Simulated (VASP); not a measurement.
# Al3GaN4 (P1) in VASP: further runs

Runs on Al3GaN4. Level: PBEsol. Tasks: single point.

Program: VASP 6.6.1. These are calculated values, not measurements. Logs are shortened: lines on timing, memory, paths and dates and some standing lists are left out, and cuts for length are marked.

**1. The cell of the first run**

The typed cell holds 8 atoms: a = 5.012 Å, b = 3.154 Å, c = 5.035 Å, α = 92.48°, β = 91.84°, γ = 88.32°.

**2. Single point, PBEsol (atoms moved at random and the cell strained at random)**

Input file INCAR:

```
  PREC = Accurate
  ENCUT = 520
  EDIFF = 1E-6
  ISMEAR = 0
  SIGMA = 0.05
  LREAL = False
  LASPH = True
  NELM = 100
  ALGO = Normal
  ISIF = 2
  LWAVE = False
  LCHARG = False
  GGA = PS
  NBANDS = 31
```

Input file KPOINTS:

```
regular mesh
0
Gamma
  6 8 4
```

Input file POSCAR:

```
Al3GaN4
1.0
    5.0109890925      0.0731550125     -0.0754933807
    0.0454034406      3.1530006671     -0.0650435038
   -0.0844306427     -0.1126337998      5.0334476435
Al Ga N
3 1 4
Direct
    0.5430403917      0.4493864715      0.1365980024
    0.0115997297      0.4799194392      0.8102019733
   -0.1126549470      0.0192692377      0.3022330434
    0.4804917208     -0.0059504840      0.6364617577
    0.1660883118     -0.0518225694      0.6741064240
    0.1875504406      0.6698241384      0.1573454849
    0.5726720690      0.4248803539      0.9006119140
    0.6348112834      0.0144934127      0.3824424001
```

Potentials or basis: VASP PAW PBE potentials, release 64 (Al, Ga_d, N).

Launch:

```bash
> cat potpaw_PBE.64/Al/POTCAR potpaw_PBE.64/Ga_d/POTCAR potpaw_PBE.64/N/POTCAR > POTCAR
> mpirun -np 1 vasp_std > vasp.out
```

OUTCAR:

```text
PREC = Accurate
   ENCUT = 520
   EDIFF = 1E-6
   ISMEAR = 0
   LREAL = False
   LASPH = True
   NELM = 100
   ISIF = 2
   GGA = PS

 ion  position               nearest neighbor table
   1  0.543  0.449  0.137-   7 1.20   6 1.90   8 1.92   8 2.18   3 2.32   3 2.62   4 2.86   2 2.92
                             4 2.98   4 3.01   2 3.09   4 3.11
   2  0.012  0.480  0.810-   5 1.85   5 1.93   6 2.01   7 2.27   4 2.91   1 2.92   3 2.94   3 3.02
                             3 3.02   4 3.07   1 3.09   3 3.17
   3  0.887  0.019  0.302-   8 1.34   6 1.98   5 2.31   1 2.32   1 2.62   4 2.69   2 2.94   2 3.02
                             2 3.02   2 3.17
   4  0.480  0.994  0.636-   8 1.52   5 1.60   7 1.92   7 2.31   3 2.69   1 2.86   2 2.91   1 2.98
                             1 3.01   2 3.07   1 3.11
   5  0.166  0.948  0.674-   4 1.60   2 1.85   2 1.93   3 2.31
   6  0.188  0.670  0.157-   1 1.90   3 1.98   2 2.01
   7  0.573  0.425  0.901-   1 1.20   4 1.92   2 2.27   4 2.31
   8  0.635  0.014  0.382-   3 1.34   4 1.52   1 1.92   1 2.18

 -----------------------------------------------------------------------------
|                                                                             |
|           W    W    AA    RRRRR   N    N  II  N    N   GGGG   !!!           |
|           W    W   A  A   R    R  NN   N  II  NN   N  G    G  !!!           |
|           W    W  A    A  R    R  N N  N  II  N N  N  G       !!!           |
|           W WW W  AAAAAA  RRRRR   N  N N  II  N  N N  G  GGG   !            |
|           WW  WW  A    A  R   R   N   NN  II  N   NN  G    G                |
|           W    W  A    A  R    R  N    N  II  N    N   GGGG   !!!           |
|                                                                             |
|     The distance between some ions is very small. Please check the          |
|     nearest-neighbor list in the OUTCAR file.                               |
|     I HOPE YOU KNOW WHAT YOU ARE DOING!                                     |
|                                                                             |
 -----------------------------------------------------------------------------

  LATTYP: Found a triclinic cell.
 ALAT       =     5.8431668915
 B/A-ratio  =     1.1961925525
 C/A-ratio  =     0.5397754964
 COS(alpha) =     0.0101282049
 COS(beta)  =     0.5146479367
 COS(gamma) =     0.6006942192

  Lattice vectors:

 A1 = (   4.9655856519,  -3.0798456546,  -0.0104498769)
 A2 = (   4.9265584498,  -0.0394787873,   4.9579542628)
 A3 = (  -0.0454034406,  -3.1530006671,   0.0650435038)

Analysis of symmetry for initial positions (statically):
=====================================================================
 Subroutine PRICEL returns:
 Original cell was already a primitive cell.

 Routine SETGRP: Setting up the symmetry group for a
 triclinic supercell.

 Subroutine GETGRP returns: Found  1 space group operations
 (whereof  1 operations were pure point group operations)
 out of a pool of  2 trial point group operations.

The static configuration has the point symmetry C_1 .

Analysis of symmetry for dynamics (positions and initial velocities):
=====================================================================
 Subroutine PRICEL returns:
 Original cell was already a primitive cell.

 Routine SETGRP: Setting up the symmetry group for a
 triclinic supercell.

 Subroutine GETGRP returns: Found  1 space group operations
 (whereof  1 operations were pure point group operations)
 out of a pool of  2 trial point group operations.

The dynamic configuration has the point symmetry C_1 .

 Subroutine INISYM returns: Found  1 space group operations
 (whereof  1 operations are pure point group operations),
 and found     1 'primitive' translations

----------------------------------------------------------------------------------------

                                     Primitive cell

  volume of cell :      79.4540

  direct lattice vectors                    reciprocal lattice vectors
     5.010989093  0.073155013 -0.075493381     0.199651890 -0.002807212  0.003286127
     0.045403441  3.153000667 -0.065043504    -0.004527386  0.317368326  0.007025831
    -0.084430643 -0.112633800  5.033447643     0.002935944  0.004059012  0.198811061

  length of vectors
     5.012091638  3.153998310  5.035415582     0.199698664  0.317478368  0.198874164

[... 29 lines left out ...]
 Generating k-lattice:

  Cartesian coordinates                     Fractional coordinates (reciprocal lattice)
     0.033275315 -0.000467869  0.000547688     0.166666667  0.000000000 -0.000000000
    -0.000565923  0.039671041  0.000878229     0.000000000  0.125000000  0.000000000
     0.000733986  0.001014753  0.049702765     0.000000000  0.000000000  0.250000000

  Length of vectors
     0.033283111  0.039684796  0.049718541

  Shift w.r.t. Gamma in fractional coordinates (k-lattice)
     0.000000000  0.000000000  0.000000000

 Subroutine IBZKPT returns following result:
 ===========================================

 Found    100 irreducible k-points:

 Following reciprocal coordinates:
            Coordinates               Weight
  0.000000  0.000000  0.000000      1.000000
  0.166667  0.000000 -0.000000      2.000000
  0.333333  0.000000  0.000000      2.000000
  0.500000 -0.000000  0.000000      1.000000
 -0.000000  0.125000 -0.000000      2.000000
  0.166667  0.125000 -0.000000      2.000000
[... 16 lines left out ...]
 -0.000000  0.500000 -0.000000      1.000000
  0.166667  0.500000 -0.000000      2.000000
 [... further k-points ...]
   k-points           NKPTS =    100   k-points in BZ     NKDIM =    100   number of bands    NBANDS=     31
   number of dos      NEDOS =    301   number of ions     NIONS =      8
   total plane-waves  NPLWV =  38400
   dimension x,y,z NGX =    40 NGY =   24 NGZ =   40
   dimension x,y,z NGXF=    80 NGYF=   48 NGZF=   80
   ions per type =               3   1   4
   NGX,Y,Z   is equivalent  to a cutoff of  13.27, 12.65, 13.21 a.u.
   NGXF,Y,Z  is equivalent  to a cutoff of  26.54, 25.30, 26.41 a.u.
 SYSTEM =  unknown system
   PREC   = accura    normal or accurate (medium, high low for compatibility)
   ISTART =      0    job   : 0-new  1-cont  2-samecut
   ICHARG =      2    charge: 1-file 2-atom 10-const
   ISPIN  =      1    spin polarized calculation?
   LNONCOLLINEAR =      F non collinear calculations
   LSORBIT =      F    spin-orbit coupling
   LASPH  =      T    aspherical Exc in radial PAW
   ENCUT  =  520.0 eV  38.22 Ry    6.18 a.u.   9.32  5.86  9.36*2*pi/ulx,y,z
   NELM   =    100;   NELMIN=  2; NELMDL= -5     # of ELM steps
   EDIFF  = 0.1E-05   stopping-criterion for ELM
   LREAL  =      F    real-space projection
   EDIFFG = 0.1E-04   stopping-criterion for IOM
   NSW    =      0    number of steps for IOM
   IBRION =     -1    ionic relax: 0-MD 1-quasi-New 2-CG
   NFREE  =      0    steps in history (QN), initial steepest desc. (CG)
   ISIF   =      2    stress and relaxation
   ISYM   =      2    0-nonsym 1-usesym 2-fastsym
   POTIM  = 0.5000    time-step for ionic-motion
   TEBEG  =    0.0;   TEEND  =   0.0 temperature during run
   PSTRESS=    0.0 pullay stress
   NELECT =      42.0000    total number of electrons
   NUPDOWN=      -1.0000    fix difference up-down
   EMIN   =  10.00;   EMAX   =-10.00  energy-range for DOS
   EFERMI =   0.00;   METHOD = LEGACY
   ISMEAR =     0;   SIGMA  =   0.05  broadening in eV -4-tet -1-fermi 0-gaus
   EFERMI_NEDOS =   21; number of points for ismear=-14 and -15
   IALGO  =     38    algorithm
   IMIX   =      4    mixing-type and parameters
     AMIX     =   0.40;   BMIX     =  1.00
     AMIX_MAG =   1.60;   BMIX_MAG =  1.00
  volume/ion in A,a.u.               =       9.93        67.02
  Fermi-wavevector in a.u.,A,eV,Ry     =   1.323689  2.501410 23.839492  1.752153
  Thomas-Fermi vector in A             =   2.453279
   LORBIT       =      0    0 simple, 1 ext, 2 COOP (PROOUT), +10 PAW based schemes
   GGA     = PS    functional components
   LHFCALC =     F    Hartree Fock is set to
   AEXX    =    0.0000 exact exchange contribution
   IVDW    =     0    specifies the selected vdW correction
   LEPSILON=     F    determine dielectric tensor
   LRPA    =     F    only Hartree local field effects (RPA)
 non-spin polarized calculation
 Gauss-broadening in eV      SIGMA  =   0.05
  energy-cutoff  :      520.00
  volume of cell :       79.45
 maximum number of plane-waves:      2160
 NGX is ok and might be reduce to    40
   NGX = 19   NGY = 11   NGZ = 19

 number of electron      42.0000007 magnetization

 Free energy of the ion-electron system (eV)
  ---------------------------------------------------
  ext. energy  EPLUGINS =         0.00000000
  ---------------------------------------------------
  free energy    TOTEN  =       -33.67615594 eV

  energy without entropy =      -33.67615475  energy(sigma->0) =      -33.67615534

 E-fermi :   8.7228     XC(G=0): -11.6180

 val. band max:        8.5920505295   @ k =   0.3333   0.0000   0.0000
 cond. band min:       8.8407997177   @ k =   0.0000   0.0000   0.0000
 fundamental gap:      0.2487491882
 Fermi energy:         8.7228450081

 k-point     1 :       0.0000    0.0000    0.0000
  band No.  band energies     occupation
      1     -10.9333      2.00000
      2      -8.5960      2.00000
      3      -8.1356      2.00000
      4      -6.8561      2.00000
      5      -6.7436      2.00000
      6      -6.7030      2.00000
[... 805 lines left out ...]
     30      17.3709      0.00000
     31      18.0224      0.00000

 [... further k-points ...]

------------------------ aborting loop because EDIFF is reached ----------------------------------------

  FORCE on cell =-STRESS in cart. coord.  units (eV):
  Direction    XX          YY          ZZ          XY          YZ          ZX
  --------------------------------------------------------------------------------------
  -------------------------------------------------------------------------------------
  Total       53.8769534      2.0307410     96.5888176      1.3321687      2.4079335    -33.1531792
  in kB     1086.4204803     40.9495796   1947.6986524     26.8629772     48.5556092   -668.5287600
  external PRESSURE =    1025.0229041 kB  Pullay stress =       0.0000000 kB

 VOLUME and BASIS-vectors are now :
 -----------------------------------------------------------------------------
  energy-cutoff  :      520.00
  volume of cell :       79.45
      direct lattice vectors                 reciprocal lattice vectors
     5.010989093  0.073155013 -0.075493381     0.199651890 -0.002807212  0.003286127
     0.045403441  3.153000667 -0.065043504    -0.004527386  0.317368326  0.007025831
    -0.084430643 -0.112633800  5.033447643     0.002935944  0.004059012  0.198811061

 POSITION                                       TOTAL-FORCE (eV/Angst)
 -----------------------------------------------------------------------------------
      2.73004      1.44126      0.61733       -13.553951      4.143721     57.313134
      0.01151      1.42278      4.04602         1.781336     -0.205519      1.862630
      4.42183      0.09163      1.45303        36.169503     -0.764937     -8.063713
      2.39914      3.09770      3.10267        -1.228350     -0.488912     10.819570
      0.81840      2.92583      3.31887       -11.633554      0.922834      0.214876
      0.95694      2.10795      0.73426        -4.855564     -1.483765      0.101235
      2.81291      1.28010      4.46231        13.231207     -1.907966    -58.644423
      3.14940      0.04906      1.87614       -19.910627     -0.215456     -3.603308
 -----------------------------------------------------------------------------------
    total drift:                               -0.000047     -0.000219      0.000124

  FREE ENERGIE OF THE ION-ELECTRON SYSTEM (eV)
  ---------------------------------------------------
  free  energy   TOTEN  =       -33.6761559380 eV

  energy  without entropy=      -33.6761547473  energy(sigma->0) =      -33.67615534
```

Run time: 5.4 min. Hardware: 1 thread of Intel Xeon 8259CL, shared host; peak memory 0.33 GiB.

Results:

| Property | Result |
| --- | --- |
| Free energy | -33.6762 eV |
| Pressure | 102.5 GPa |
| Largest force | 60.149 eV/Å |
| Band gap on the k mesh | 0.25 eV (least direct gap 0.32 eV) |

Forces on the atoms (eV/Å):
```
Al  -13.554   4.144  57.313
Al    1.781  -0.206   1.863
Al   36.170  -0.765  -8.064
Ga   -1.228  -0.489  10.820
N   -11.634   0.923   0.215
N    -4.856  -1.484   0.101
N    13.231  -1.908 -58.644
N   -19.911  -0.215  -3.603
```

Levels at points of the mesh, in eV from the valence-band top:
```csv
k point,band 19,band 20,band 21,band 22,band 23,band 24
"(0.00, 0.00, 0.00)",-2.29,-1.30,-0.07,0.25,2.83,3.42
"(0.50, 0.00, 0.00)",-2.68,-0.95,0.00,1.15,1.84,2.53
"(0.00, 0.50, 0.00)",-3.21,-2.81,-1.15,1.13,1.89,3.34
"(0.50, 0.50, 0.00)",-2.99,-2.82,-1.22,1.76,2.14,2.83
"(0.00, 0.00, 0.50)",-2.54,-2.08,-0.96,1.15,2.33,4.36
"(0.50, 0.00, 0.50)",-2.60,-1.91,-0.88,1.02,2.25,3.74
"(0.00, 0.50, 0.50)",-2.96,-1.49,-1.36,0.71,2.36,2.66
"(0.50, 0.50, 0.50)",-3.02,-1.70,-1.53,1.19,1.90,2.28
```

Caveat: the cell differs from its parent crystal (atoms moved at random and the cell strained at random); atoms lie so close that the PAW spheres overlap strongly, which falsifies energies and pressures; the stress differs along the axes, from 4 to 195 GPa; semilocal functionals underestimate gaps, and a narrow one can read as zero; the PAW data sets were made with another functional, which shifts forces and pressure a little. A k mesh can miss the band edges.

**3. Single point, PBEsol (atoms moved at random and the cell strained at random)**

Input file INCAR:

```
ALGO     = Normal         # electronic algorithm
EDIFF    = 1E-7           # SCF threshold, eV
ENCUT    = 520            # plane-wave cutoff, eV
GGA      = PS             # functional
ISIF     = 2              # what is computed and relaxed
ISMEAR   = 0              # smearing method
LASPH    = T              # aspherical terms in the spheres
LCHARG   = F              # write CHGCAR
LREAL    = F              # projectors in reciprocal space
LWAVE    = F              # write WAVECAR
NBANDS   = 31             # bands
NELM     = 100            # most SCF steps
PREC     = Accurate       # precision mode
SIGMA    = 0.05           # smearing width, eV
```

Input file KPOINTS:

```
k-points
0
Gamma
  6 8 4
```

Input file POSCAR:

```
Al3GaN4
1.0
    5.0258718342     -0.0205826460     -0.0826633608
   -0.0127761440      3.0466472492      0.0878649883
   -0.0921524740      0.1521028452      5.4620658594
Al Ga N
3 1 4
Direct
    0.5213938262      0.4950287485      0.1491434528
   -0.0531256691      0.5098066548      0.8589455015
   -0.0036498420     -0.0409464614      0.3023902447
    0.5632730524     -0.0163891135      0.6548214965
    0.1557892121     -0.0108675631      0.6556974896
    0.1198634895      0.4272272249      0.1819353296
    0.5709499074      0.5438228194      0.8236024520
    0.6091050235      0.0923176904      0.3734650331
```

Potentials or basis: VASP PAW PBE potentials, release 64 (Al, Ga_d, N).

Launch:

```bash
> cat potpaw_PBE.64/Al/POTCAR potpaw_PBE.64/Ga_d/POTCAR potpaw_PBE.64/N/POTCAR > POTCAR
> mpirun -np 1 vasp_std > vasp.out
```

It took 5.9 min on 1 thread of Intel Xeon 8259CL, shared host; peak memory 0.34 GiB.

It converged, with:

```yaml
Free_energy: -51.9488 eV
Pressure: 26.8 GPa
Largest_force: 12.171 eV/Å
Band_gap_on_the_k_mesh: 0.14 eV (least direct gap 0.29 eV)
```

Forces on the atoms (eV/Å):
```
Al   -3.725   1.882   1.167
Al    5.947  -0.318  -2.967
Al    0.011  -3.025   5.767
Ga   -5.490   6.416   3.029
N    -4.706  -0.355   1.011
N     0.748   5.129  -3.510
N     3.311  -8.263   6.938
N     3.905  -1.467 -11.434
```

Stress tensor (GPa, compression positive):
```
 -1.64   3.02  -0.32
  3.02  41.30 -34.11
 -0.32 -34.11  40.70
```

Levels at points of the mesh, in eV from the valence-band top:
```csv
k point,band 19,band 20,band 21,band 22,band 23,band 24
"(0.00, 0.00, 0.00)",-1.71,-1.20,-0.14,0.14,3.00,3.15
"(0.50, 0.00, 0.00)",-2.54,-1.26,-0.04,0.98,1.77,2.79
"(0.00, 0.50, 0.00)",-3.51,-2.84,-2.09,1.04,3.15,3.35
"(0.50, 0.50, 0.00)",-3.13,-2.35,-1.52,1.26,2.86,3.30
"(0.00, 0.00, 0.50)",-2.77,-1.59,-0.02,1.49,2.67,4.42
"(0.50, 0.00, 0.50)",-2.91,-2.14,-0.12,1.53,2.92,3.71
"(0.00, 0.50, 0.50)",-2.82,-2.38,-1.59,0.85,1.86,2.65
"(0.50, 0.50, 0.50)",-2.44,-2.04,-1.54,0.34,1.49,2.67
```

Caveat: the cell differs from its parent crystal (atoms moved at random and the cell strained at random); the stress differs along the axes, from -2 to 41 GPa; semilocal functionals underestimate gaps, and a narrow one can read as zero; the PAW data sets were made with another functional, which shifts forces and pressure a little.
